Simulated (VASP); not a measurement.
# MgO (P6_3/mmc) in VASP: further runs

Aim: see how the results for MgO move with the level of theory and the settings. Levels: PBE, r2SCAN, HSE06. Tasks: single point.

Everything below comes from runs of VASP 6.6.1. Logs are shortened: lines on timing, memory, paths and dates and some standing lists are left out, and cuts for length are marked.

## 1. The cell of the first run

Symmetry: P6_3/mmc, No. 194, hexagonal system. The conventional cell has a = 3.289 Å, b = 3.289 Å, c = 4.185 Å, α = 90.00°, β = 90.00°, γ = 120.00°. Mg (site symmetry -6m2) has 5 O at 1.90 to 2.09 Å within 2.5 Å. Within 2.5 Å of O (site symmetry -6m2) lie 5 Mg at 1.90 to 2.09 Å.

## 2. Single point, PBE (biaxial xy strain -5.6%)

Contents of INCAR:

```
SYSTEM = MgO
  ALGO = Normal
  EDIFF = 1E-6
  ENCUT = 520
  GGA = PE
  ISIF = 2
  ISMEAR = -1
  LASPH = .True.
  LCHARG = .False.
  LREAL = .False.
  LWAVE = .False.
  NBANDS = 16
  NELM = 100
  PREC = Accurate
  SIGMA = 0.02
```

Contents of KPOINTS:

```
k-points
0
Gamma
  12 12 6
  0 0 0
```

Contents of POSCAR:

```
MgO
1.0
    3.2885662751      0.0000000000      0.0000000000
   -1.6442831376      2.8479819362      0.0000000000
    0.0000000000      0.0000000000      4.1853204440
Mg O
2 2
Direct
    0.3333333333      0.6666666667      0.2500000000
    0.6666666667      0.3333333333      0.7500000000
    0.6666666667      0.3333333333      0.2500000000
    0.3333333333      0.6666666667      0.7500000000
```

Potentials or basis: VASP PAW PBE potentials, release 64 (Mg, O).

The run is started by

```
> cat potpaw_PBE.64/Mg/POTCAR potpaw_PBE.64/O/POTCAR > POTCAR
> mpirun -np 1 vasp_std > vasp.out
```

OUTCAR:

```text
SYSTEM = MgO
   EDIFF = 1E-6
   ENCUT = 520
   GGA = PE
   ISIF = 2
   ISMEAR = -1
   LASPH = .True.
   LREAL = .False.
   NELM = 100
   PREC = Accurate

 ion  position               nearest neighbor table
   1  0.333  0.667  0.250-   3 1.90   3 1.90   3 1.90   4 2.09   4 2.09   2 2.83   2 2.83   2 2.83
                             2 2.83   2 2.83   2 2.83
   2  0.667  0.333  0.750-   4 1.90   4 1.90   4 1.90   3 2.09   3 2.09   1 2.83   1 2.83   1 2.83
                             1 2.83   1 2.83   1 2.83
   3  0.667  0.333  0.250-   1 1.90   1 1.90   1 1.90   2 2.09   2 2.09
   4  0.333  0.667  0.750-   2 1.90   2 1.90   2 1.90   1 2.09   1 2.09

  LATTYP: Found a hexagonal cell.
 ALAT       =     3.2885662751
 C/A-ratio  =     1.2726884891

  Lattice vectors:

 A1 = (   3.2885662751,   0.0000000000,   0.0000000000)
 A2 = (  -1.6442831376,   2.8479819362,   0.0000000000)
 A3 = (   0.0000000000,   0.0000000000,   4.1853204440)

Analysis of symmetry for initial positions (statically):
=====================================================================
 Subroutine PRICEL returns:
 Original cell was already a primitive cell.

 Routine SETGRP: Setting up the symmetry group for a
 hexagonal supercell.

 Subroutine GETGRP returns: Found 24 space group operations
 (whereof 12 operations were pure point group operations)
 out of a pool of 24 trial point group operations.

The static configuration has the point symmetry D_3d.
 The point group associated with its full space group is D_6h.

Analysis of symmetry for dynamics (positions and initial velocities):
=====================================================================
 Subroutine PRICEL returns:
 Original cell was already a primitive cell.

 Routine SETGRP: Setting up the symmetry group for a
 hexagonal supercell.

 Subroutine GETGRP returns: Found 24 space group operations
 (whereof 12 operations were pure point group operations)
 out of a pool of 24 trial point group operations.

The dynamic configuration has the point symmetry D_3d.
 The point group associated with its full space group is D_6h.

 Subroutine INISYM returns: Found 24 space group operations
 (whereof 12 operations are pure point group operations),
 and found     1 'primitive' translations

----------------------------------------------------------------------------------------

                                     Primitive cell

  volume of cell :      39.1988

  direct lattice vectors                    reciprocal lattice vectors
     3.288566275  0.000000000  0.000000000     0.304083882  0.175562911  0.000000000
    -1.644283138  2.847981936  0.000000000     0.000000000  0.351125823  0.000000000
     0.000000000  0.000000000  4.185320444     0.000000000  0.000000000  0.238930331

  length of vectors
     3.288566275  3.288566275  4.185320444     0.351125823  0.351125823  0.238930331

  position of ions in fractional coordinates (direct lattice)
     0.333333333  0.666666667  0.250000000
     0.666666667  0.333333333  0.750000000
     0.666666667  0.333333333  0.250000000
     0.333333333  0.666666667  0.750000000

  ion indices of the primitive-cell ions
   primitive index   ion index
                 1           1
                 2           2
                 3           3
                 4           4

----------------------------------------------------------------------------------------

 KPOINTS: k-points

Automatic generation of k-mesh.
 Grid dimensions read from file:
 generate k-points for:   12   12    6

 Generating k-lattice:

  Cartesian coordinates                     Fractional coordinates (reciprocal lattice)
     0.025340324  0.014630243  0.000000000     0.083333333  0.000000000  0.000000000
     0.000000000  0.029260485  0.000000000     0.000000000  0.083333333  0.000000000
     0.000000000  0.000000000  0.039821722     0.000000000  0.000000000  0.166666667

  Length of vectors
     0.029260485  0.029260485  0.039821722

  Shift w.r.t. Gamma in fractional coordinates (k-lattice)
     0.000000000  0.000000000  0.000000000

 Subroutine IBZKPT returns following result:
 ===========================================

 Found     76 irreducible k-points:

 Following reciprocal coordinates:
            Coordinates               Weight
  0.000000  0.000000  0.000000      1.000000
  0.083333  0.000000  0.000000      6.000000
  0.166667 -0.000000  0.000000      6.000000
  0.250000 -0.000000  0.000000      6.000000
  0.333333 -0.000000  0.000000      6.000000
  0.416667  0.000000  0.000000      6.000000
[... 16 lines left out ...]
  0.250000 -0.000000  0.166667     12.000000
  0.333333 -0.000000  0.166667     12.000000
 [... further k-points ...]
   k-points           NKPTS =     76   k-points in BZ     NKDIM =     76   number of bands    NBANDS=     16
   number of dos      NEDOS =    301   number of ions     NIONS =      4
   total plane-waves  NPLWV =  18432
   dimension x,y,z NGX =    24 NGY =   24 NGZ =   32
   dimension x,y,z NGXF=    48 NGYF=   48 NGZF=   64
   ions per type =               2   2
   NGX,Y,Z   is equivalent  to a cutoff of  12.13, 12.13, 12.71 a.u.
   NGXF,Y,Z  is equivalent  to a cutoff of  24.27, 24.27, 25.42 a.u.
 SYSTEM =  MgO
   PREC   = accura    normal or accurate (medium, high low for compatibility)
   ISTART =      0    job   : 0-new  1-cont  2-samecut
   ICHARG =      2    charge: 1-file 2-atom 10-const
   ISPIN  =      1    spin polarized calculation?
   LNONCOLLINEAR =      F non collinear calculations
   LSORBIT =      F    spin-orbit coupling
   LASPH  =      T    aspherical Exc in radial PAW
   ENCUT  =  520.0 eV  38.22 Ry    6.18 a.u.   6.11  6.11  7.78*2*pi/ulx,y,z
   NELM   =    100;   NELMIN=  2; NELMDL= -5     # of ELM steps
   EDIFF  = 0.1E-05   stopping-criterion for ELM
   LREAL  =      F    real-space projection
   EDIFFG = 0.1E-04   stopping-criterion for IOM
   NSW    =      0    number of steps for IOM
   IBRION =     -1    ionic relax: 0-MD 1-quasi-New 2-CG
   NFREE  =      0    steps in history (QN), initial steepest desc. (CG)
   ISIF   =      2    stress and relaxation
   ISYM   =      2    0-nonsym 1-usesym 2-fastsym
   POTIM  = 0.5000    time-step for ionic-motion
   TEBEG  =    0.0;   TEEND  =   0.0 temperature during run
   PSTRESS=    0.0 pullay stress
   NELECT =      16.0000    total number of electrons
   NUPDOWN=      -1.0000    fix difference up-down
   EMIN   =  10.00;   EMAX   =-10.00  energy-range for DOS
   EFERMI =   0.00;   METHOD = LEGACY
   ISMEAR =    -1;   SIGMA  =   0.02  broadening in eV -4-tet -1-fermi 0-gaus
   EFERMI_NEDOS =   21; number of points for ismear=-14 and -15
   IALGO  =     38    algorithm
   IMIX   =      4    mixing-type and parameters
     AMIX     =   0.40;   BMIX     =  1.00
     AMIX_MAG =   1.60;   BMIX_MAG =  1.00
  volume/ion in A,a.u.               =       9.80        66.13
  Fermi-wavevector in a.u.,A,eV,Ry     =   1.214388  2.294860 20.065017  1.474737
  Thomas-Fermi vector in A             =   2.349809
   LORBIT       =      0    0 simple, 1 ext, 2 COOP (PROOUT), +10 PAW based schemes
   GGA     = PE    functional components
   LHFCALC =     F    Hartree Fock is set to
   AEXX    =    0.0000 exact exchange contribution
   IVDW    =     0    specifies the selected vdW correction
   LEPSILON=     F    determine dielectric tensor
   LRPA    =     F    only Hartree local field effects (RPA)
 non-spin polarized calculation
  energy-cutoff  :      520.00
  volume of cell :       39.20
 maximum number of plane-waves:      1074
   NGX = 13   NGY = 13   NGZ = 15

 number of electron      16.0000015 magnetization

 Free energy of the ion-electron system (eV)
  ---------------------------------------------------
  ext. energy  EPLUGINS =         0.00000000
  ---------------------------------------------------
  free energy    TOTEN  =       -23.18280031 eV

  energy without entropy =      -23.18280031  energy(sigma->0) =      -23.18280031

 E-fermi :   3.2604     XC(G=0): -10.6102

 val. band max:        2.8926579797   @ k =   0.0000   0.0000   0.0000
 cond. band min:       6.9101875462   @ k =   0.0000   0.0000   0.0000
 fundamental gap:      4.0175295665
 Fermi energy:         3.2603796477

 k-point     1 :       0.0000    0.0000    0.0000
  band No.  band energies     occupation
      1     -14.6404      2.00000
      2     -13.0455      2.00000
      3      -1.3841      2.00000
      4       0.9688      2.00000
      5       0.9688      2.00000
      6       1.8044      2.00000
[... 8 lines left out ...]
     15      19.3444      0.00000
     16      19.9632      0.00000

 k-point     2 :       0.0833    0.0000    0.0000
  band No.  band energies     occupation
      1     -14.5960      2.00000
      2     -13.0453      2.00000
      3      -1.3196      2.00000
      4       0.8341      2.00000
      5       0.9086      2.00000
      6       1.6080      2.00000
[... 8 lines left out ...]
     15      18.9339      0.00000
     16      19.5727      0.00000

 k-point     3 :       0.1667   -0.0000    0.0000
  band No.  band energies     occupation
      1     -14.4685      2.00000
      2     -13.0496      2.00000
      3      -1.1302      2.00000
      4       0.4199      2.00000
      5       0.7675      2.00000
      6       1.2338      2.00000
[... 8 lines left out ...]
     15      18.3841      0.00000
     16      18.7194      0.00000

 k-point     4 :       0.2500   -0.0000    0.0000
  band No.  band energies     occupation
      1     -14.2768      2.00000
      2     -13.0702      2.00000
      3      -0.8304      2.00000
      4      -0.1661      2.00000
      5       0.6072      2.00000
      6       0.9131      2.00000
[... 8 lines left out ...]
     15      17.8279      0.00000
     16      18.1782      0.00000
[... 324 lines left out ...]
 k-point    22 :       0.1667   -0.0000    0.1667
  band No.  band energies     occupation
      1     -14.3756      2.00000
      2     -13.1454      2.00000
      3      -1.0675      2.00000
      4       0.5218      2.00000
      5       0.8352      2.00000
      6       1.0518      2.00000
[... 8 lines left out ...]
     15      18.3475      0.00000
     16      19.0794      0.00000

 k-point    23 :       0.2500   -0.0000    0.1667
  band No.  band energies     occupation
      1     -14.1934      2.00000
      2     -13.1462      2.00000
      3      -0.9779      2.00000
      4       0.0208      2.00000
      5       0.6865      2.00000
      6       0.7777      2.00000
[... 8 lines left out ...]
     15      18.1003      0.00000
     16      18.3066      0.00000

 k-point    24 :       0.3333   -0.0000    0.1667
  band No.  band energies     occupation
      1     -13.9823      2.00000
      2     -13.1720      2.00000
      3      -1.0757      2.00000
      4      -0.2119      2.00000
      5       0.5574      2.00000
      6       0.5923      2.00000
[... 8 lines left out ...]
     15      18.0313      0.00000
     16      18.4557      0.00000

 [... further k-points ...]
[... 5 lines left out ...]
  --------------------------------------------------------------------------------------
  -------------------------------------------------------------------------------------
  Total        7.5384244      7.5384244      3.6140402     -0.0000000      0.0000000      0.0000000
  in kB      308.1190995    308.1190995    147.7171831     -0.0000000      0.0000000      0.0000000
  external PRESSURE =     254.6517941 kB  Pullay stress =       0.0000000 kB

 VOLUME and BASIS-vectors are now :
 -----------------------------------------------------------------------------
  energy-cutoff  :      520.00
  volume of cell :       39.20
      direct lattice vectors                 reciprocal lattice vectors
     3.288566275  0.000000000  0.000000000     0.304083882  0.175562911  0.000000000
    -1.644283138  2.847981936  0.000000000     0.000000000  0.351125823  0.000000000
     0.000000000  0.000000000  4.185320444     0.000000000  0.000000000  0.238930331

 POSITION                                       TOTAL-FORCE (eV/Angst)
 -----------------------------------------------------------------------------------
     -0.00000      1.89865      1.04633        -0.000000      0.000000      0.000000
      1.64428      0.94933      3.13899         0.000000      0.000000      0.000000
      1.64428      0.94933      1.04633        -0.000000     -0.000000      0.000000
     -0.00000      1.89865      3.13899        -0.000000     -0.000000      0.000000
 -----------------------------------------------------------------------------------
    total drift:                                0.000000     -0.000000      0.000000

  FREE ENERGIE OF THE ION-ELECTRON SYSTEM (eV)
  ---------------------------------------------------
  free  energy   TOTEN  =       -23.1828003106 eV

  energy  without entropy=      -23.1828003106  energy(sigma->0) =      -23.18280031
```

Run time: 29 s. Hardware: 1 thread of Intel Xeon Platinum 8259CL at 2.50GHz (Skylake/Cascade Lake), shared host; peak memory 0.17 GiB.

What came out:

| Item | Value |
| --- | --- |
| Free energy | -23.1828 eV |
| Pressure | 25.5 GPa |
| Band gap on the k mesh | 4.02 eV, direct |

Stress tensor (GPa, compression positive):
```
30.81  0.00  0.00
 0.00 30.81  0.00
 0.00  0.00 14.77
```

Levels at points of the mesh, in eV from the valence-band top:
| k point | band 6 | band 7 | band 8 | band 9 | band 10 | band 11 |
| --- | --- | --- | --- | --- | --- | --- |
| (0.00, 0.00, 0.00) | -1.09 | -1.09 | 0.00 | 4.02 | 10.24 | 12.62 |
| (0.50, 0.00, 0.00) | -2.42 | -1.53 | -0.79 | 7.46 | 9.73 | 10.10 |
| (0.00, 0.00, 0.50) | -1.53 | -1.53 | -1.53 | 7.05 | 7.05 | 14.12 |
| (0.50, 0.00, 0.50) | -1.77 | -1.10 | -1.10 | 7.67 | 7.67 | 13.12 |

Caveat: the cell differs from its parent crystal (biaxial xy strain -5.6%). A k mesh can miss the band edges.

## 3. Single point, r2SCAN (biaxial xy strain -5.6%)

POSCAR is that of step 2.

Contents of INCAR.step1:

```
  PREC = Accurate
  ENCUT = 520
  ISMEAR = 0
  SIGMA = 0.01
  LREAL = False
  LASPH = True
  NELM = 100
  NBANDS = 16
  GGA = PE
  ALGO = Normal
  EDIFF = 1E-4
  LWAVE = True
  LCHARG = False
```

Contents of INCAR.step2:

```
  PREC = Accurate
  ENCUT = 520
  EDIFF = 1E-7
  ISMEAR = 0
  SIGMA = 0.01
  LREAL = False
  LASPH = True
  NELM = 100
  ALGO = Normal
  ISIF = 2
  LWAVE = False
  LCHARG = False
  METAGGA = R2SCAN
  LMIXTAU = True
  NBANDS = 16
  ISTART = 1
```

Contents of KPOINTS:

```
regular mesh
0
Gamma
  12 12 6
```

Potentials or basis: VASP PAW PBE potentials, release 64 (Mg, O).

The run is started by

```
> cat potpaw_PBE.64/Mg/POTCAR potpaw_PBE.64/O/POTCAR > POTCAR
> cp INCAR.step1 INCAR
> mpirun -np 1 vasp_std > vasp.out
> cp INCAR.step2 INCAR
> mpirun -np 1 vasp_std > vasp.out
```

OUTCAR:

```text
PREC = Accurate
   ENCUT = 520
   EDIFF = 1E-7
   ISMEAR = 0
   LREAL = False
   LASPH = True
   NELM = 100
   ISIF = 2
   METAGGA = R2SCAN
   ISTART = 1

 ion  position               nearest neighbor table
   1  0.333  0.667  0.250-   3 1.90   3 1.90   3 1.90   4 2.09   4 2.09   2 2.83   2 2.83   2 2.83
                             2 2.83   2 2.83   2 2.83
   2  0.667  0.333  0.750-   4 1.90   4 1.90   4 1.90   3 2.09   3 2.09   1 2.83   1 2.83   1 2.83
                             1 2.83   1 2.83   1 2.83
   3  0.667  0.333  0.250-   1 1.90   1 1.90   1 1.90   2 2.09   2 2.09
   4  0.333  0.667  0.750-   2 1.90   2 1.90   2 1.90   1 2.09   1 2.09

  LATTYP: Found a hexagonal cell.
 ALAT       =     3.2885662751
 C/A-ratio  =     1.2726884891

  Lattice vectors:

 A1 = (   3.2885662751,   0.0000000000,   0.0000000000)
 A2 = (  -1.6442831376,   2.8479819362,   0.0000000000)
 A3 = (   0.0000000000,   0.0000000000,   4.1853204440)

Analysis of symmetry for initial positions (statically):
=====================================================================
 Subroutine PRICEL returns:
[... 173 lines left out ...]
  free energy    TOTEN  =       -31.73557469 eV

  energy without entropy =      -31.73557469  energy(sigma->0) =      -31.73557469

 E-fermi :   2.5411     XC(G=0): -11.1329

 val. band max:        2.4650593016   @ k =   0.0000   0.0000   0.0000
 cond. band min:       7.1725342002   @ k =   0.0000   0.0000   0.0000
 fundamental gap:      4.7074748986
 Fermi energy:         2.5411465919

 k-point     1 :       0.0000    0.0000    0.0000
  band No.  band energies     occupation
      1     -16.0211      2.00000
      2     -14.4624      2.00000
      3      -1.8490      2.00000
      4       0.5048      2.00000
      5       0.5049      2.00000
      6       1.3444      2.00000
[... 433 lines left out ...]
      3      -1.5237      2.00000
      4      -0.6471      2.00000
      5       0.0905      2.00000
      6       0.1449      2.00000
[... 8 lines left out ...]
     15      18.7542      0.00000
     16      19.1098      0.00000

 [... further k-points ...]
[... 5 lines left out ...]
  --------------------------------------------------------------------------------------
  -------------------------------------------------------------------------------------
  Total        6.3628742      6.3628742      2.1977427     -0.0000000     -0.0000000      0.0000000
  in kB      260.0706696    260.0706695     89.8286519     -0.0000000     -0.0000000      0.0000000
  external PRESSURE =     203.3233303 kB  Pullay stress =       0.0000000 kB

 VOLUME and BASIS-vectors are now :
 -----------------------------------------------------------------------------
  energy-cutoff  :      520.00
  volume of cell :       39.20
      direct lattice vectors                 reciprocal lattice vectors
     3.288566275  0.000000000  0.000000000     0.304083882  0.175562911  0.000000000
    -1.644283138  2.847981936  0.000000000     0.000000000  0.351125823  0.000000000
     0.000000000  0.000000000  4.185320444     0.000000000  0.000000000  0.238930331

 POSITION                                       TOTAL-FORCE (eV/Angst)
 -----------------------------------------------------------------------------------
     -0.00000      1.89865      1.04633        -0.000000      0.000000      0.000000
      1.64428      0.94933      3.13899        -0.000000     -0.000000      0.000000
      1.64428      0.94933      1.04633         0.000000      0.000000      0.000000
     -0.00000      1.89865      3.13899         0.000000      0.000000      0.000000
 -----------------------------------------------------------------------------------
    total drift:                                0.000000     -0.000000      0.000000

  FREE ENERGIE OF THE ION-ELECTRON SYSTEM (eV)
  ---------------------------------------------------
  free  energy   TOTEN  =       -31.7355746860 eV

  energy  without entropy=      -31.7355746860  energy(sigma->0) =      -31.73557469
```

OUTCAR.step1:

```text
PREC = Accurate
   ENCUT = 520
   ISMEAR = 0
   LREAL = False
   LASPH = True
[... 688 lines left out ...]
     -0.00000      1.89865      1.04633        -0.000000     -0.000000      0.000000
      1.64428      0.94933      3.13899         0.000000      0.000000      0.000000
      1.64428      0.94933      1.04633        -0.000000      0.000000      0.000000
     -0.00000      1.89865      3.13899        -0.000000      0.000000      0.000000
 -----------------------------------------------------------------------------------
    total drift:                                0.000000     -0.000000      0.000000

  FREE ENERGIE OF THE ION-ELECTRON SYSTEM (eV)
  ---------------------------------------------------
  free  energy   TOTEN  =       -23.1828001545 eV

  energy  without entropy=      -23.1828001545  energy(sigma->0) =      -23.18280015
```

Run time: 2 min. Hardware: 1 thread of Intel Xeon Platinum 8259CL at 2.50GHz (Skylake/Cascade Lake), shared host; peak memory 0.18 GiB.

What came out:

```yaml
Free_energy: -31.7356 eV
Pressure: 20.3 GPa
Band_gap_on_the_k_mesh: 4.71 eV, direct
```

Levels at points of the mesh, in eV from the valence-band top:
| k point | band 6 | band 7 | band 8 | band 9 | band 10 | band 11 |
| --- | --- | --- | --- | --- | --- | --- |
| (0.00, 0.00, 0.00) | -1.12 | -1.12 | 0.00 | 4.71 | 11.17 | 13.61 |
| (0.50, 0.00, 0.00) | -2.43 | -1.54 | -0.81 | 8.19 | 10.53 | 11.06 |
| (0.00, 0.00, 0.50) | -1.56 | -1.56 | -1.56 | 7.78 | 7.78 | 15.09 |
| (0.50, 0.00, 0.50) | -1.80 | -1.11 | -1.11 | 8.43 | 8.43 | 14.21 |

Caveat: the cell differs from its parent crystal (biaxial xy strain -5.6%); the PAW data sets were made with another functional, which shifts forces and pressure a little. A k mesh can miss the band edges.

(Part 1 of 2 ends here.)
